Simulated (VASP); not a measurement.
# Zn5Se2S3 in VASP: notebook, part 2 of 2

VASP 6.6.1. Earlier steps stand in the parts before.

### Step 3. Single point, PBE

Contents of INCAR:

```
SYSTEM = Zn5Se2S3
ALGO = Normal ; EDIFF = 1E-6
ENCUT = 520 ; GGA = PE
ISIF = 2 ; ISMEAR = 0
LASPH = .TRUE. ; LCHARG = .TRUE.
LELF = .TRUE. ; LREAL = .FALSE.
LVHAR = .TRUE. ; LWAVE = .FALSE.
NBANDS = 56 ; NELM = 100
PREC = Accurate ; SIGMA = 0.1
```

Contents of KPOINTS:

```
k-points
0
G
  4 4 4
  0 0 0
```

Contents of POSCAR:

```
Zn5Se2S3
1.0
    0.0000000000     -3.9319462000      0.0000000000
    3.9319462000      0.0000000000      0.0000000000
   -1.9659731000      1.9659731000     13.8875556000
Zn Se S
5 2 3
Direct
    0.7022380000      0.7022380000      0.4044760000
    0.2977620000      0.2977620000      0.5955240000
    0.8934760000      0.8934760000      0.7869520000
    0.5000000000      0.5000000000      0.0000000000
    0.1065240000      0.1065240000      0.2130480000
    0.4467790000      0.9467790000      0.8935580000
    0.0532210000      0.5532210000      0.1064420000
    0.2500000000      0.7500000000      0.5000000000
    0.8456200000      0.3456200000      0.6912400000
    0.6543800000      0.1543800000      0.3087600000
```

Potentials or basis: VASP PAW PBE potentials, release 64 (Zn, Se, S).

The run is started by

```sh
cat potpaw_PBE.64/Zn/POTCAR potpaw_PBE.64/Se/POTCAR potpaw_PBE.64/S/POTCAR > POTCAR
mpirun -np 1 vasp_std > vasp.out
```

OUTCAR:

```text
SYSTEM = Zn5Se2S3
   EDIFF = 1E-6
   ENCUT = 520
   GGA = PE
   ISIF = 2
   ISMEAR = 0
   LASPH = .TRUE.
   LREAL = .FALSE.
   NELM = 100
   PREC = Accurate

 ion  position               nearest neighbor table
   1  0.702  0.702  0.404-   8 2.37   8 2.37  10 2.37  10 2.37
   2  0.298  0.298  0.596-   8 2.37   8 2.37   9 2.37   9 2.37
   3  0.893  0.893  0.787-   9 2.37   9 2.37   6 2.46   6 2.46
   4  0.500  0.500  0.000-   7 2.46   6 2.46   7 2.46   6 2.46
   5  0.107  0.107  0.213-  10 2.37  10 2.37   7 2.46   7 2.46
   6  0.447  0.947  0.894-   4 2.46   4 2.46   3 2.46   3 2.46
   7  0.053  0.553  0.106-   4 2.46   4 2.46   5 2.46   5 2.46
   8  0.250  0.750  0.500-   2 2.37   1 2.37   2 2.37   1 2.37
   9  0.846  0.346  0.691-   3 2.37   3 2.37   2 2.37   2 2.37
  10  0.654  0.154  0.309-   5 2.37   5 2.37   1 2.37   1 2.37

  LATTYP: Found a body centered tetragonal cell.
 ALAT       =     3.9319462000
 C/A-ratio  =     7.0639601325

  Lattice vectors:

 A1 = (  -1.9659731000,  -1.9659731000, -13.8875556000)
 A2 = (   1.9659731000,   1.9659731000, -13.8875556000)
 A3 = (   1.9659731000,  -1.9659731000,  13.8875556000)

Analysis of symmetry for initial positions (statically):
=====================================================================
 Subroutine PRICEL returns:
 Original cell was already a primitive cell.

 Routine SETGRP: Setting up the symmetry group for a
 body centered tetragonal supercell.

 Subroutine GETGRP returns: Found  8 space group operations
 (whereof  8 operations were pure point group operations)
 out of a pool of 16 trial point group operations.

The static configuration has the point symmetry D_2d.

Analysis of symmetry for dynamics (positions and initial velocities):
=====================================================================
 Subroutine PRICEL returns:
 Original cell was already a primitive cell.

 Routine SETGRP: Setting up the symmetry group for a
 body centered tetragonal supercell.

 Subroutine GETGRP returns: Found  8 space group operations
 (whereof  8 operations were pure point group operations)
 out of a pool of 16 trial point group operations.

The dynamic configuration has the point symmetry D_2d.

 Subroutine INISYM returns: Found  8 space group operations
 (whereof  8 operations are pure point group operations),
 and found     1 'primitive' translations

----------------------------------------------------------------------------------------

                                     Primitive cell

  volume of cell :     214.7044

  direct lattice vectors                    reciprocal lattice vectors
     0.000000000 -3.931946200  0.000000000     0.000000000 -0.254326979  0.036003456
     3.931946200  0.000000000  0.000000000     0.254326979  0.000000000  0.036003456
    -1.965973100  1.965973100 13.887555600     0.000000000  0.000000000  0.072006912

  length of vectors
     3.931946200  3.931946200 14.163131751     0.256862728  0.256862728  0.072006912
[... 60 lines left out ...]
  0.500000  0.500000 -0.000000      2.000000
  0.000000  0.000000  0.250000      2.000000
  0.250000  0.000000  0.250000      8.000000
  0.500000  0.000000  0.250000      4.000000
  0.250000  0.250000  0.250000      4.000000
  0.500000  0.500000  0.250000      2.000000
  0.000000  0.000000  0.500000      1.000000
   k-points           NKPTS =     13   k-points in BZ     NKDIM =     13   number of bands    NBANDS=     56
   number of dos      NEDOS =    301   number of ions     NIONS =     10
   total plane-waves  NPLWV =  97200
   dimension x,y,z NGX =    30 NGY =   30 NGZ =  108
   dimension x,y,z NGXF=    60 NGYF=   60 NGZF=  216
   ions per type =               5   2   3
   NGX,Y,Z   is equivalent  to a cutoff of  12.68, 12.68, 12.68 a.u.
   NGXF,Y,Z  is equivalent  to a cutoff of  25.37, 25.37, 25.35 a.u.
 SYSTEM =  Zn5Se2S3
   PREC   = accura    normal or accurate (medium, high low for compatibility)
   ISTART =      0    job   : 0-new  1-cont  2-samecut
   ICHARG =      2    charge: 1-file 2-atom 10-const
   ISPIN  =      1    spin polarized calculation?
   LNONCOLLINEAR =      F non collinear calculations
   LSORBIT =      F    spin-orbit coupling
   LASPH  =      T    aspherical Exc in radial PAW
   ENCUT  =  520.0 eV  38.22 Ry    6.18 a.u.   7.31  7.31 26.33*2*pi/ulx,y,z
   NELM   =    100;   NELMIN=  2; NELMDL= -5     # of ELM steps
   EDIFF  = 0.1E-05   stopping-criterion for ELM
   LREAL  =      F    real-space projection
   EDIFFG = 0.1E-04   stopping-criterion for IOM
   NSW    =      0    number of steps for IOM
   IBRION =     -1    ionic relax: 0-MD 1-quasi-New 2-CG
   NFREE  =      0    steps in history (QN), initial steepest desc. (CG)
   ISIF   =      2    stress and relaxation
   ISYM   =      2    0-nonsym 1-usesym 2-fastsym
   POTIM  = 0.5000    time-step for ionic-motion
   TEBEG  =    0.0;   TEEND  =   0.0 temperature during run
   PSTRESS=    0.0 pullay stress
   NELECT =      90.0000    total number of electrons
   NUPDOWN=      -1.0000    fix difference up-down
   EMIN   =  10.00;   EMAX   =-10.00  energy-range for DOS
   EFERMI =   0.00;   METHOD = LEGACY
   ISMEAR =     0;   SIGMA  =   0.10  broadening in eV -4-tet -1-fermi 0-gaus
   EFERMI_NEDOS =   21; number of points for ismear=-14 and -15
   IALGO  =     38    algorithm
   IMIX   =      4    mixing-type and parameters
     AMIX     =   0.40;   BMIX     =  1.00
     AMIX_MAG =   1.60;   BMIX_MAG =  1.00
  volume/ion in A,a.u.               =      21.47       144.89
  Fermi-wavevector in a.u.,A,eV,Ry     =   1.225205  2.315301 20.424070  1.501127
  Thomas-Fermi vector in A             =   2.360251
   LORBIT       =      0    0 simple, 1 ext, 2 COOP (PROOUT), +10 PAW based schemes
   GGA     = PE    functional components
   LHFCALC =     F    Hartree Fock is set to
   AEXX    =    0.0000 exact exchange contribution
   IVDW    =     0    specifies the selected vdW correction
   LEPSILON=     F    determine dielectric tensor
   LRPA    =     F    only Hartree local field effects (RPA)
 non-spin polarized calculation
 Gauss-broadening in eV      SIGMA  =   0.10
  energy-cutoff  :      520.00
  volume of cell :      214.70
 maximum number of plane-waves:      5848
 NGX is ok and might be reduce to    30

 number of electron      89.9999971 magnetization

 Free energy of the ion-electron system (eV)
  ---------------------------------------------------
  ext. energy  EPLUGINS =         0.00000000
  ---------------------------------------------------
  free energy    TOTEN  =       -32.45067544 eV

  energy without entropy =      -32.45067544  energy(sigma->0) =      -32.45067544

 E-fermi :   2.2123     XC(G=0):  -9.3800

 val. band max:        1.7789184889   @ k =   0.0000   0.0000   0.0000
 cond. band min:       3.3087293025   @ k =   0.0000   0.0000   0.0000
 fundamental gap:      1.5298108137
 Fermi energy:         2.2122742218

 k-point     1 :       0.0000    0.0000    0.0000
  band No.  band energies     occupation
      1     -11.3483      2.00000
      2     -11.0058      2.00000
      3     -10.9841      2.00000
      4     -10.3716      2.00000
      5     -10.3458      2.00000
      6      -4.7327      2.00000
[... 756 lines left out ...]
     55       7.3746      0.00000
     56       8.2091      0.00000

------------------------ aborting loop because EDIFF is reached ----------------------------------------

  FORCE on cell =-STRESS in cart. coord.  units (eV):
  Direction    XX          YY          ZZ          XY          YZ          ZX
  --------------------------------------------------------------------------------------
  -------------------------------------------------------------------------------------
  Total        0.5175148      0.5175148      0.0625813      0.0000000     -0.0000000      0.0000000
  in kB        3.8618235      3.8618235      0.4669973      0.0000000     -0.0000000      0.0000000
  external PRESSURE =       2.7302147 kB  Pullay stress =       0.0000000 kB

 VOLUME and BASIS-vectors are now :
 -----------------------------------------------------------------------------
  energy-cutoff  :      520.00
  volume of cell :      214.70
      direct lattice vectors                 reciprocal lattice vectors
     0.000000000 -3.931946200  0.000000000     0.000000000 -0.254326979  0.036003456
     3.931946200  0.000000000  0.000000000     0.254326979  0.000000000  0.036003456
    -1.965973100  1.965973100 13.887555600     0.000000000  0.000000000  0.072006912

 POSITION                                       TOTAL-FORCE (eV/Angst)
 -----------------------------------------------------------------------------------
      1.96597     -1.96597      5.61718         0.000000     -0.000000     -0.000749
      0.00000      0.00000      8.27037        -0.000000     -0.000000      0.000749
      1.96597     -1.96597     10.92884        -0.000000      0.000000     -0.000742
      1.96597     -1.96597      0.00000         0.000000      0.000000      0.000000
      0.00000      0.00000      2.95872        -0.000000     -0.000000      0.000742
      1.96597      0.00000     12.40934         0.000000      0.000000     -0.003933
      1.96597      0.00000      1.47822        -0.000000      0.000000      0.003933
      1.96597      0.00000      6.94378        -0.000000      0.000000      0.000000
     -0.00000     -1.96597      9.59963        -0.000000     -0.000000     -0.003062
      0.00000     -1.96597      4.28792        -0.000000      0.000000      0.003062
 -----------------------------------------------------------------------------------
    total drift:                               -0.000010     -0.000010      0.000000

  FREE ENERGIE OF THE ION-ELECTRON SYSTEM (eV)
  ---------------------------------------------------
  free  energy   TOTEN  =       -32.4506754396 eV

  energy  without entropy=      -32.4506754396  energy(sigma->0) =      -32.45067544
```

Wall time 91 s (1 thread of Intel Xeon 6975P-C (Granite Rapids), shared host); peak memory 0.36 GiB.

What came out:

```
Free energy            : -32.4507 eV
Pressure               : 0.3 GPa
Largest force          : 0.004 eV/Å
Band gap on the k mesh : 1.53 eV
```

Forces on the atoms (eV/Å):
```
Zn   0.000  0.000 -0.001
Zn   0.000  0.000  0.001
Zn   0.000  0.000 -0.001
Zn   0.000  0.000  0.000
Zn   0.000  0.000  0.001
Se   0.000  0.000 -0.004
Se   0.000  0.000  0.004
S    0.000  0.000  0.000
S    0.000  0.000 -0.003
S    0.000  0.000  0.003
```

Stress tensor (GPa, compression positive):
```
0.39 0.00 0.00
0.00 0.39 0.00
0.00 0.00 0.05
```

A k mesh can miss the band edges.

### Step 4. Single point, PBE

This run uses another cell than the first one, of the same volume but with other edges.

Contents of INCAR:

```
ALGO = Normal ; EDIFF = 1E-7
ENCUT = 520 ; GGA = PE
ISIF = 2 ; ISMEAR = 0
LASPH = True ; LCHARG = False
LREAL = False ; LWAVE = False
NBANDS = 56 ; NELM = 80
PREC = Accurate ; SIGMA = 0.1
```

Contents of KPOINTS:

```
k-points
0
Gamma
  6 6 6
```

Contents of POSCAR:

```
Zn5Se2S3
1.0
   -1.9659731000      1.9659731000     13.8875556000
    1.9659731000     -1.9659731000     13.8875556000
    1.9659731000      1.9659731000    -13.8875556000
Zn Se S
5 2 3
Direct
    0.7022380000      0.7022380000      0.0000000000
    0.2977620000      0.2977620000      0.0000000000
    0.8934760000      0.8934760000      0.0000000000
    0.5000000000      0.5000000000      0.0000000000
    0.1065240000      0.1065240000      0.0000000000
    0.4467790000      0.9467790000      0.5000000000
    0.0532210000      0.5532210000      0.5000000000
    0.2500000000      0.7500000000      0.5000000000
    0.8456200000      0.3456200000      0.5000000000
    0.6543800000      0.1543800000      0.5000000000
```

The run is started by

```sh
cat potpaw_PBE.64/Zn/POTCAR potpaw_PBE.64/Se/POTCAR potpaw_PBE.64/S/POTCAR > POTCAR
mpirun -np 1 vasp_std > vasp.out
```

It took 51 min on 1 thread of Intel Xeon 6975P-C (Granite Rapids), shared host; peak memory 2.1 GiB.

The run converged. Its results:

| Quantity | Value |
| --- | --- |
| Free energy | -32.5349 eV |
| Pressure | 0.2 GPa |
| Largest force | 0.004 eV/Å |
| Band gap on the k mesh | 1.54 eV |

Forces on the atoms (eV/Å):
```
Zn   0.000  0.000  0.003
Zn   0.000  0.000 -0.003
Zn   0.000  0.000 -0.004
Zn   0.000  0.000  0.000
Zn   0.000  0.000  0.004
Se   0.000  0.000 -0.002
Se   0.000  0.000  0.002
S    0.000  0.000  0.000
S    0.000  0.000 -0.002
S    0.000  0.000  0.002
```

Levels at points of the mesh, in eV from the valence-band top:
```csv
k point,band 43,band 44,band 45,band 46,band 47,band 48
"(0.00, 0.00, 0.00)",-0.13,0.00,0.00,1.54,3.29,3.38
"(0.50, 0.00, 0.00)",-0.94,-0.51,-0.50,2.81,3.29,3.39
"(0.50, 0.50, 0.00)",-2.23,-2.20,-2.13,3.17,3.69,3.70
"(0.50, 0.50, 0.50)",-0.54,-0.11,-0.11,2.41,2.54,3.18
```

A k mesh can miss the band edges.

### Step 5. Summary

```tsv
cell	k mesh	gap on the mesh (eV)	pressure (GPa)
a = 3.945, b = 3.945, c = 14.091 Å, angles 98.1, 98.0, 90.0°, 10 atoms, atomic positions A	4 × 4 × 4	1.54	0.2
a = 3.932, b = 3.932, c = 14.163 Å, angles 98.0, 98.0, 90.0°, 10 atoms, atomic positions B	4 × 4 × 4	1.53	0.3
a = 14.163 Å, angles 164.0, 164.0, 22.6°, 10 atoms, atomic positions B	6 × 6 × 6	1.54	0.2
```

Alike in all rows: task single point; level PBE; potentials or basis VASP PAW PBE potentials, release 64 (Zn, Se, S); no spin polarisation; cutoff (eV) 520; smearing gaussian 0.1 eV.

Total energies depend on the potentials used, so only differences within one code and one set of settings carry meaning.
